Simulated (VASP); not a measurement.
Write the native input for VASP 6.6.1 that does the following.

```
Task                   : single point
Functional             : PBEsol
Potentials or basis    : VASP PAW PBE potentials, release 64 (Hf_pv, N)
Cutoff                 : 520 eV
k mesh                 : 10 × 10 × 14
Occupations            : gaussian, width 0.15 eV
Spin                   : no spin polarisation
Dipole correction      : no
Further INCAR settings : ALGO = Normal; EDIFF = 1e-06; NBANDS = 34
```

The structure of Hf2N lies in POSCAR:

```
Hf2N
1.0
    5.2955389246      0.0000000000      0.0000000000
    0.0000000000      5.2955389246      0.0000000000
    0.0000000000      0.0000000000      3.2274489833
Hf N
4 2
Direct
    0.2954633019      0.2954633019      0.0000000000
    0.7045366981      0.7045366981      0.0000000000
    0.7954633019      0.2045366981      0.5000000000
    0.2045366981      0.7954633019      0.5000000000
    0.0000000000      0.0000000000      0.0000000000
    0.5000000000      0.5000000000      0.5000000000
```

One way to write it, as run:

INCAR

```
SYSTEM = Hf2N
ALGO     = Normal         ! electronic algorithm
EDIFF    = 1E-6           ! SCF threshold, eV
ENCUT    = 520            ! plane-wave cutoff, eV
GGA      = PS             ! functional
ISIF     = 2              ! what is computed and relaxed
ISMEAR   = 0              ! smearing method
LASPH    = .TRUE.         ! aspherical terms in the spheres
LCHARG   = .FALSE.        ! write CHGCAR
LREAL    = .FALSE.        ! projectors in reciprocal space
LWAVE    = .FALSE.        ! write WAVECAR
NBANDS   = 34             ! bands
NELM     = 60             ! most SCF steps
PREC     = Accurate       ! precision mode
SIGMA    = 0.15           ! smearing width, eV
```

KPOINTS

```
k-points
0
G
  10 10 14
  0 0 0
```

Potentials or basis: VASP PAW PBE potentials, release 64 (Hf_pv, N).

Command:

```sh
$ cat potpaw_PBE.64/Hf_pv/POTCAR potpaw_PBE.64/N/POTCAR > POTCAR
$ mpirun -np 1 vasp_std > vasp.out
```

It gave:

```
Pressure               : -1.0 GPa
Largest force          : 0.004 eV/Å
Band gap on the k mesh : zero (bands 25 and 26 overlap by 2.70 eV)
```

Caveat: the PAW data sets were made with another functional, which shifts forces and pressure a little; spin-orbit coupling is left out, which moves the levels of the heavy elements.

It took 7.1 min on 1 thread of Intel(R) Xeon(R) Platinum 8375C CPU @ 2.90GHz (Ice Lake), with other jobs on the host, peak memory 0.48 GiB.
